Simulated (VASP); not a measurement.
BiS:

```xyz
2
Lattice="0.0000 3.0052 3.0052 3.0052 0.0000 3.0052 3.0052 3.0052 0.0000" Properties=species:S:1:pos:R:3 pbc="T T T"
Bi    0.0000    0.0000    0.0000
S     3.0052    3.0052    3.0052
```

The cell was built from a structure type or drawn by symmetry, and may not be a known phase.

| Quantity | Value |
| --- | --- |
| Program | VASP 6.6.1 |
| Task | relaxation of cell and atoms |
| Functional | PBE |
| Potentials or basis | VASP PAW PBE potentials, release 64 (Bi_d, S) |
| Cutoff | 600 eV |
| k mesh | 16 × 16 × 16 |
| Occupations | gaussian, width 0.1 eV |
| Spin | no spin polarisation |

At the start: pressure -1.7 GPa; volume 27.14 Å³/atom.

**Question.** Where does the relaxation end?

**Answer.** Over 3 steps the energy falls by 4.0 meV/atom and the volume is 26.38 Å³/atom (-2.8 %); space group Fm-3m (No. 225, to 0.1 Å) before and after.

The path:
| step | energy change (eV) | largest force (eV/Å) | pressure (GPa) | volume (Å³) |
| --- | --- | --- | --- | --- |
| 1 | 0.0000 | 0.0000 | -1.66 | 54.28 |
| 2 | -0.0066 | 0.0000 | 0.77 | 52.11 |
| 3 | -0.0081 | 0.0000 | 0.00 | 52.75 |

Final structure:
```
Bi S
1.0
     0.00000    2.97670    2.97670
     2.97670    0.00000    2.97670
     2.97670    2.97670    0.00000
Bi S
1 1
Cartesian
  0.0000 0.0000 0.0000
  2.9767 2.9767 2.9767
```
